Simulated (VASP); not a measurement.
# PbF2: single point with PBE

Crystal: PbF2.

```
Pb F
1.0
     2.12108    1.22461    3.46602
    -2.12108    1.22461    3.46602
     0.00000   -2.44922    3.46602
Pb F
1 2
Direct
  0.00000 0.00000 0.00000
  0.24995 0.24995 0.24995
  0.75005 0.75005 0.75005
```

```json
{
 "Program": "VASP 6.6.1",
 "Task": "single point",
 "Functional": "PBE",
 "Potentials or basis": "VASP PAW PBE potentials, release 64 (Pb_d, F)",
 "Cutoff": "520 eV",
 "k mesh": "10 × 10 × 10",
 "Occupations": "methfessel-paxton, width 0.05 eV",
 "Spin": "no spin polarisation",
 "Dipole correction": "no",
 "Further INCAR settings": "ALGO = Normal; EDIFF = 1e-06; NBANDS = 21"
}
```

* Pressure: -0.2 GPa
* Band gap on the k mesh: 4.43 eV (least direct gap 4.56 eV)

Levels at points of the mesh, in eV from the valence-band top:
```csv
k point,band 12,band 13,band 14,band 15,band 16,band 17
"(0.00, 0.00, 0.00)",-1.75,-1.75,-1.74,6.74,6.74,6.74
"(0.50, 0.00, 0.00)",-1.92,-1.91,0.00,5.04,7.56,7.56
"(0.50, 0.50, 0.00)",-1.35,-1.34,-0.14,4.43,7.77,7.77
"(0.50, 0.50, 0.50)",-1.91,-1.91,0.00,5.03,7.56,7.56
```

Run time: 2.4 min on 1 thread of Oxide Virtual Turin-like Processor (shared host), peak memory 0.22 GiB.

Caveat: spin-orbit coupling is left out, which moves the levels of the heavy elements. A k mesh can miss the band edges.
